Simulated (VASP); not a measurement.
# ScAl3N4 (P-43m) in VASP: single point with PBE

Aim: the single point of ScAl3N4 with PBE.

All numbers are computed with VASP 6.6.1; they aren't measurements. Logs are shortened: lines on timing, memory, paths and dates and some standing lists are left out, and cuts for length are marked.

**1. The cell of the first run**

It takes space group P-43m (No. 215, cubic). Conventional cell: a = 4.963 Å, b = 4.963 Å, c = 4.963 Å, α = 90.00°, β = 90.00°, γ = 90.00°. Within 2.6 Å of Sc (site symmetry -43m) lie 4 N at 1.96 Å and 6 Al at 2.48 Å. Al (site symmetry -42m) has 4 N at 2.09 Å and 2 Sc at 2.48 Å within 2.8 Å. Within 2.6 Å of N (site symmetry 3m) lie 1 Sc at 1.96 Å and 3 Al at 2.09 Å.

The cell was built from a structure type or drawn by symmetry, and may not be a known phase.

**2. Single point, PBE**

Input file INCAR:

```
SYSTEM = ScAl3N4
PREC = Accurate
ENCUT = 600
EDIFF = 1E-6
ISMEAR = 0
SIGMA = 0.15
LREAL = .FALSE.
LASPH = .TRUE.
NELM = 120
ALGO = Normal
ISIF = 2
LWAVE = .FALSE.
LCHARG = .FALSE.
GGA = PE
NBANDS = 30
GGA_COMPAT = .FALSE.
```

Input file KPOINTS:

```
Automatic mesh
0
G
  3 3 3
  0 0 0
```

Input file POSCAR:

```
ScAl3N4
1.0
    4.9625941151      0.0000000000      0.0000000000
    0.0000000000      4.9625941151      0.0000000000
    0.0000000000      0.0000000000      4.9625941151
Sc Al N
1 3 4
Direct
    0.0000000000      0.0000000000      0.0000000000
    0.0000000000      0.0000000000      0.5000000000
    0.0000000000      0.5000000000      0.0000000000
    0.5000000000      0.0000000000      0.0000000000
    0.7724999585      0.7724999585      0.2275000415
    0.7724999585      0.2275000415      0.7724999585
    0.2275000415      0.7724999585      0.7724999585
    0.2275000415      0.2275000415      0.2275000415
```

Potentials or basis: VASP PAW PBE potentials, release 64 (Sc_sv, Al, N).

Command:

```
> cat potpaw_PBE.64/Sc_sv/POTCAR potpaw_PBE.64/Al/POTCAR potpaw_PBE.64/N/POTCAR > POTCAR
> mpirun -np 1 vasp_std > vasp.out
```

OUTCAR:

```text
SYSTEM = ScAl3N4
   PREC = Accurate
   ENCUT = 600
   EDIFF = 1E-6
   ISMEAR = 0
   LREAL = .FALSE.
   LASPH = .TRUE.
   NELM = 120
   ISIF = 2
   GGA = PE

 ion  position               nearest neighbor table
   1  0.000  0.000  0.000-   5 1.96   6 1.96   7 1.96   8 1.96   3 2.48   4 2.48   2 2.48   2 2.48
                             3 2.48   4 2.48
   2  0.000  0.000  0.500-   5 2.09   6 2.09   7 2.09   8 2.09   1 2.48   1 2.48
   3  0.000  0.500  0.000-   5 2.09   6 2.09   7 2.09   8 2.09   1 2.48   1 2.48
   4  0.500  0.000  0.000-   5 2.09   6 2.09   7 2.09   8 2.09   1 2.48   1 2.48
   5  0.772  0.772  0.228-   1 1.96   2 2.09   3 2.09   4 2.09
   6  0.772  0.228  0.772-   1 1.96   2 2.09   3 2.09   4 2.09
   7  0.228  0.772  0.772-   1 1.96   2 2.09   3 2.09   4 2.09
   8  0.228  0.228  0.228-   1 1.96   2 2.09   3 2.09   4 2.09

  LATTYP: Found a simple cubic cell.
 ALAT       =     4.9625941151

  Lattice vectors:

 A1 = (   4.9625941151,   0.0000000000,   0.0000000000)
 A2 = (   0.0000000000,   4.9625941151,   0.0000000000)
 A3 = (   0.0000000000,   0.0000000000,   4.9625941151)

Analysis of symmetry for initial positions (statically):
=====================================================================
 Subroutine PRICEL returns:
 Original cell was already a primitive cell.

 Routine SETGRP: Setting up the symmetry group for a
 simple cubic supercell.

 Subroutine GETGRP returns: Found 24 space group operations
 (whereof 24 operations were pure point group operations)
 out of a pool of 48 trial point group operations.

The static configuration has the point symmetry T_d .

Analysis of symmetry for dynamics (positions and initial velocities):
=====================================================================
 Subroutine PRICEL returns:
 Original cell was already a primitive cell.

 Routine SETGRP: Setting up the symmetry group for a
 simple cubic supercell.

 Subroutine GETGRP returns: Found 24 space group operations
 (whereof 24 operations were pure point group operations)
 out of a pool of 48 trial point group operations.

The dynamic configuration has the point symmetry T_d .

 Subroutine INISYM returns: Found 24 space group operations
 (whereof 24 operations are pure point group operations),
 and found     1 'primitive' translations

----------------------------------------------------------------------------------------

                                     Primitive cell

  volume of cell :     122.2155

  direct lattice vectors                    reciprocal lattice vectors
     4.962594115  0.000000000  0.000000000     0.201507513  0.000000000  0.000000000
     0.000000000  4.962594115  0.000000000     0.000000000  0.201507513  0.000000000
     0.000000000  0.000000000  4.962594115     0.000000000  0.000000000  0.201507513

  length of vectors
     4.962594115  4.962594115  4.962594115     0.201507513  0.201507513  0.201507513

  position of ions in fractional coordinates (direct lattice)
     0.000000000  0.000000000  0.000000000
     0.000000000  0.000000000  0.500000000
     0.000000000  0.500000000  0.000000000
     0.500000000  0.000000000  0.000000000
     0.772499958  0.772499958  0.227500042
     0.772499958  0.227500042  0.772499958
     0.227500042  0.772499958  0.772499958
     0.227500042  0.227500042  0.227500042

  ion indices of the primitive-cell ions
   primitive index   ion index
                 1           1
                 2           2
                 3           3
                 4           4
                 5           5
                 6           6
                 7           7
                 8           8

----------------------------------------------------------------------------------------

 KPOINTS: Automatic mesh

Automatic generation of k-mesh.
 Grid dimensions read from file:
 generate k-points for:    3    3    3

 Generating k-lattice:

  Cartesian coordinates                     Fractional coordinates (reciprocal lattice)
     0.067169171  0.000000000  0.000000000     0.333333333  0.000000000  0.000000000
     0.000000000  0.067169171  0.000000000     0.000000000  0.333333333  0.000000000
     0.000000000  0.000000000  0.067169171     0.000000000  0.000000000  0.333333333

  Length of vectors
     0.067169171  0.067169171  0.067169171

  Shift w.r.t. Gamma in fractional coordinates (k-lattice)
     0.000000000  0.000000000  0.000000000

 Subroutine IBZKPT returns following result:
 ===========================================

 Found      4 irreducible k-points:

 Following reciprocal coordinates:
            Coordinates               Weight
  0.000000  0.000000  0.000000      1.000000
  0.333333  0.000000  0.000000      6.000000
  0.333333  0.333333  0.000000     12.000000
  0.333333  0.333333  0.333333      8.000000
   k-points           NKPTS =      4   k-points in BZ     NKDIM =      4   number of bands    NBANDS=     30
   number of dos      NEDOS =    301   number of ions     NIONS =      8
   total plane-waves  NPLWV =  64000
   dimension x,y,z NGX =    40 NGY =   40 NGZ =   40
   dimension x,y,z NGXF=    80 NGYF=   80 NGZF=   80
   ions per type =               1   3   4
   NGX,Y,Z   is equivalent  to a cutoff of  13.40, 13.40, 13.40 a.u.
   NGXF,Y,Z  is equivalent  to a cutoff of  26.80, 26.80, 26.80 a.u.
 SYSTEM =  ScAl3N4
   PREC   = accura    normal or accurate (medium, high low for compatibility)
   ISTART =      0    job   : 0-new  1-cont  2-samecut
   ICHARG =      2    charge: 1-file 2-atom 10-const
   ISPIN  =      1    spin polarized calculation?
   LNONCOLLINEAR =      F non collinear calculations
   LSORBIT =      F    spin-orbit coupling
   LASPH  =      T    aspherical Exc in radial PAW
   ENCUT  =  600.0 eV  44.10 Ry    6.64 a.u.   9.91  9.91  9.91*2*pi/ulx,y,z
   NELM   =    120;   NELMIN=  2; NELMDL= -5     # of ELM steps
   EDIFF  = 0.1E-05   stopping-criterion for ELM
   LREAL  =      F    real-space projection
   EDIFFG = 0.1E-04   stopping-criterion for IOM
   NSW    =      0    number of steps for IOM
   IBRION =     -1    ionic relax: 0-MD 1-quasi-New 2-CG
   NFREE  =      0    steps in history (QN), initial steepest desc. (CG)
   ISIF   =      2    stress and relaxation
   ISYM   =      2    0-nonsym 1-usesym 2-fastsym
   POTIM  = 0.5000    time-step for ionic-motion
   TEBEG  =    0.0;   TEEND  =   0.0 temperature during run
   PSTRESS=    0.0 pullay stress
   NELECT =      40.0000    total number of electrons
   NUPDOWN=      -1.0000    fix difference up-down
   EMIN   =  10.00;   EMAX   =-10.00  energy-range for DOS
   EFERMI =   0.00;   METHOD = LEGACY
   ISMEAR =     0;   SIGMA  =   0.15  broadening in eV -4-tet -1-fermi 0-gaus
   EFERMI_NEDOS =   21; number of points for ismear=-14 and -15
   IALGO  =     38    algorithm
   IMIX   =      4    mixing-type and parameters
     AMIX     =   0.40;   BMIX     =  1.00
     AMIX_MAG =   1.60;   BMIX_MAG =  1.00
  volume/ion in A,a.u.               =      15.28       103.09
  Fermi-wavevector in a.u.,A,eV,Ry     =   1.128200  2.131989 17.317973  1.272835
  Thomas-Fermi vector in A             =   2.264889
   LORBIT       =      0    0 simple, 1 ext, 2 COOP (PROOUT), +10 PAW based schemes
   GGA     = PE    functional components
   LHFCALC =     F    Hartree Fock is set to
   AEXX    =    0.0000 exact exchange contribution
   IVDW    =     0    specifies the selected vdW correction
   LEPSILON=     F    determine dielectric tensor
   LRPA    =     F    only Hartree local field effects (RPA)
 non-spin polarized calculation
 Gauss-broadening in eV      SIGMA  =   0.15
  energy-cutoff  :      600.00
  volume of cell :      122.22
 maximum number of plane-waves:      4108
 NGX is ok and might be reduce to    40
   NGX = 19   NGY = 19   NGZ = 19

 number of electron      40.0000001 magnetization

 Free energy of the ion-electron system (eV)
  ---------------------------------------------------
  ext. energy  EPLUGINS =         0.00000000
  ---------------------------------------------------
  free energy    TOTEN  =       -52.64752894 eV

  energy without entropy =      -52.64752894  energy(sigma->0) =      -52.64752894

 E-fermi :   3.0417     XC(G=0):  -9.1626

 val. band max:        2.2076400610   @ k =   0.3333   0.3333   0.0000
 cond. band min:       3.9047222428   @ k =   0.0000   0.0000   0.0000
 fundamental gap:      1.6970821818
 Fermi energy:         3.0416675243

 k-point     1 :       0.0000    0.0000    0.0000
  band No.  band energies     occupation
      1     -43.4230      2.00000
      2     -22.6274      2.00000
      3     -22.6274      2.00000
      4     -22.6274      2.00000
      5     -11.1089      2.00000
      6      -9.4946      2.00000
      7      -9.4946      2.00000
      8      -9.4946      2.00000
      9      -2.9385      2.00000
     10      -2.9385      2.00000
     11       0.4359      2.00000
     12       0.4359      2.00000
     13       0.4359      2.00000
     14       0.5138      2.00000
     15       0.5138      2.00000
     16       0.5138      2.00000
     17       1.0693      2.00000
     18       2.0955      2.00000
     19       2.0955      2.00000
     20       2.0955      2.00000
     21       3.9047      0.00000
     22       5.8117      0.00000
     23       5.8117      0.00000
     24       5.8117      0.00000
     25       7.0773      0.00000
     26       7.0773      0.00000
     27      10.2702      0.00000
     28      10.2702      0.00000
     29      11.3339      0.00000
     30      11.3339      0.00000

 k-point     2 :       0.3333    0.0000    0.0000
  band No.  band energies     occupation
      1     -43.4226      2.00000
      2     -22.6394      2.00000
      3     -22.6270      2.00000
      4     -22.6270      2.00000
      5     -10.8620      2.00000
      6      -9.7800      2.00000
      7      -9.4994      2.00000
      8      -9.4994      2.00000
      9      -2.7759      2.00000
     10      -2.3010      2.00000
     11      -0.7297      2.00000
     12      -0.0723      2.00000
     13      -0.0723      2.00000
     14       0.0241      2.00000
     15       0.9433      2.00000
     16       0.9433      2.00000
     17       1.2116      2.00000
     18       1.7380      2.00000
     19       2.1556      2.00000
     20       2.1556      2.00000
     21       5.0523      0.00000
     22       6.4344      0.00000
     23       6.4344      0.00000
     24       6.5580      0.00000
     25       7.3290      0.00000
     26       7.5738      0.00000
     27       9.1355      0.00000
     28      10.1946      0.00000
     29      10.4499      0.00000
     30      10.6987      0.00000

 k-point     3 :       0.3333    0.3333    0.0000
  band No.  band energies     occupation
      1     -43.4222      2.00000
      2     -22.6390      2.00000
      3     -22.6389      2.00000
      4     -22.6266      2.00000
      5     -10.6261      2.00000
      6      -9.7520      2.00000
      7      -9.7243      2.00000
      8      -9.5447      2.00000
      9      -2.4295      2.00000
     10      -2.2416      2.00000
     11      -1.3491      2.00000
     12      -0.5586      2.00000
     13      -0.2104      2.00000
     14       0.4876      2.00000
     15       0.5715      2.00000
     16       1.2080      2.00000
     17       1.2157      2.00000
     18       1.7094      2.00000
     19       2.1842      2.00000
     20       2.2076      2.00000
     21       5.9558      0.00000
     22       6.8337      0.00000
     23       7.0065      0.00000
     24       7.1735      0.00000
     25       7.6426      0.00000
     26       7.7723      0.00000
     27       8.5298      0.00000
     28       8.9784      0.00000
     29       9.5552      0.00000
     30      10.6777      0.00000

 k-point     4 :       0.3333    0.3333    0.3333
  band No.  band energies     occupation
      1     -43.4218      2.00000
      2     -22.6385      2.00000
      3     -22.6384      2.00000
      4     -22.6384      2.00000
      5     -10.4084      2.00000
      6      -9.7496      2.00000
      7      -9.7496      2.00000
      8      -9.6967      2.00000
      9      -2.4009      2.00000
     10      -2.4009      2.00000
     11      -1.8863      2.00000
     12      -0.3314      2.00000
     13      -0.3314      2.00000
     14       0.7227      2.00000
     15       1.0370      2.00000
     16       1.0370      2.00000
     17       1.0602      2.00000
     18       1.9981      2.00000
     19       2.2055      2.00000
     20       2.2055      2.00000
     21       6.3515      0.00000
     22       7.1106      0.00000
     23       7.1106      0.00000
     24       7.7021      0.00000
     25       7.7021      0.00000
     26       7.8169      0.00000
     27       8.1734      0.00000
     28       8.1734      0.00000
     29       9.2143      0.00000
     30      10.9270      0.00000

------------------------ aborting loop because EDIFF is reached ----------------------------------------

  FORCE on cell =-STRESS in cart. coord.  units (eV):
  Direction    XX          YY          ZZ          XY          YZ          ZX
  --------------------------------------------------------------------------------------
  -------------------------------------------------------------------------------------
  Total        0.0084156      0.0084156      0.0084156      0.0000000      0.0000000      0.0000000
  in kB        0.1103245      0.1103245      0.1103245      0.0000000      0.0000000      0.0000000
  external PRESSURE =       0.1103245 kB  Pullay stress =       0.0000000 kB

 VOLUME and BASIS-vectors are now :
 -----------------------------------------------------------------------------
  energy-cutoff  :      600.00
  volume of cell :      122.22
      direct lattice vectors                 reciprocal lattice vectors
     4.962594115  0.000000000  0.000000000     0.201507513  0.000000000  0.000000000
     0.000000000  4.962594115  0.000000000     0.000000000  0.201507513  0.000000000
     0.000000000  0.000000000  4.962594115     0.000000000  0.000000000  0.201507513

 POSITION                                       TOTAL-FORCE (eV/Angst)
 -----------------------------------------------------------------------------------
      0.00000      0.00000      0.00000        -0.000000     -0.000000     -0.000000
      0.00000      0.00000      2.48130        -0.000000     -0.000000     -0.000000
      0.00000      2.48130      0.00000        -0.000000     -0.000000     -0.000000
      2.48130      0.00000      0.00000        -0.000000     -0.000000     -0.000000
      3.83360      3.83360      1.12899        -0.041640     -0.041640      0.041640
      3.83360      1.12899      3.83360        -0.041640      0.041640     -0.041640
      1.12899      3.83360      3.83360         0.041640     -0.041640     -0.041640
      1.12899      1.12899      1.12899         0.041640      0.041640      0.041640
 -----------------------------------------------------------------------------------
    total drift:                               -0.000000     -0.000000     -0.000000

  FREE ENERGIE OF THE ION-ELECTRON SYSTEM (eV)
  ---------------------------------------------------
  free  energy   TOTEN  =       -52.6475289444 eV

  energy  without entropy=      -52.6475289444  energy(sigma->0) =      -52.64752894
```

Run time: 17 s. Hardware: 1 thread of Intel Xeon 6975P-C (Granite Rapids), shared host; peak memory 0.24 GiB.

What came out:

```yaml
Free_energy: -52.6475 eV
Pressure: 0.0 GPa
Largest_force: 0.072 eV/Å
Band_gap_on_the_k_mesh: 1.70 eV (least direct gap 1.81 eV)
```

Forces on the atoms (eV/Å):
```
Sc   0.000  0.000  0.000
Al   0.000  0.000  0.000
Al   0.000  0.000  0.000
Al   0.000  0.000  0.000
N   -0.042 -0.042  0.042
N   -0.042  0.042 -0.042
N    0.042 -0.042 -0.042
N    0.042  0.042  0.042
```

Caveat: the k points lie up to 0.42 Å⁻¹ apart; an odd mesh through Γ misses points on the zone boundary, where band edges can lie.
